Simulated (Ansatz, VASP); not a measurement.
**Zn: VASP beside Ansatz**

File POSCAR:

```
Zn
1.0
   -1.5336721741      1.5336721741      1.5336721741
    1.5336721741     -1.5336721741      1.5336721741
    1.5336721741      1.5336721741     -1.5336721741
Zn
1
Direct
    0.0000000000      0.0000000000      0.0000000000
```

The input INCAR.step1:

```
SYSTEM = Zn
PREC = Accurate
ENCUT = 520
ISMEAR = -1
SIGMA = 0.1
LREAL = .FALSE.
LASPH = .TRUE.
NELM = 60
NBANDS = 12
GGA = PE
ALGO = Normal
EDIFF = 1E-4
LWAVE = .TRUE.
LCHARG = .FALSE.
```

Contents of INCAR.step2:

```
SYSTEM = Zn
PREC = Accurate
ENCUT = 520
EDIFF = 1E-7
ISMEAR = -1
SIGMA = 0.1
LREAL = .FALSE.
LASPH = .TRUE.
NELM = 60
ALGO = Normal
ISIF = 2
LWAVE = .FALSE.
LCHARG = .FALSE.
METAGGA = R2SCAN
LMIXTAU = .TRUE.
NBANDS = 12
ISTART = 1
```

The input KPOINTS:

```
Automatic mesh
0
G
  16 16 16
  0 0 0
```

Input for Ansatz:

```yaml
crystal:
  lattice:
    - [-1.5336721741, 1.5336721741, 1.5336721741]
    - [1.5336721741, -1.5336721741, 1.5336721741]
    - [1.5336721741, 1.5336721741, -1.5336721741]
  atoms:
    - { symbol: Zn, position: [0.0, 0.0, 0.0] }
hamiltonian:
  xc: r2scan
  pseudopotentials:
    kind: paw
    azcp:
      Zn: "pseudopotentials/Zn.paw.azcp"
basis:
  ecutwfc: 500
  fft_grid_basis: typed
kpoints:
  mp_grid: { grid: [16, 16, 16], shift: [0, 0, 0] }
magnetization:
  spin_polarized: false
scf:
  occupations: { method: fermi_dirac, width: 0.1 }
  lower_state_search: "off"
output:
  stress: true
```

Alike in both runs: task single point; functional r2SCAN; k mesh 16 × 16 × 16; occupations fermi-dirac, width 0.1 eV; no spin polarisation.

```csv
,VASP,Ansatz
version,VASP 6.6.1,Ansatz 0.2.0
potentials or method,"VASP PAW PBE potentials, release 64 (Zn), cutoff 520 eV","plane waves (500 eV) with PAW, scalar-relativistic"
valence electrons in the cell,12,12
```

```tsv
	VASP	Ansatz	Ansatz less VASP
pressure (GPa)	0.6	0.1	-0.51
```

VASP's potentials were made for PBE, not for r2SCAN. With one functional, cell and mesh, what is left measures potentials, basis and numerics.
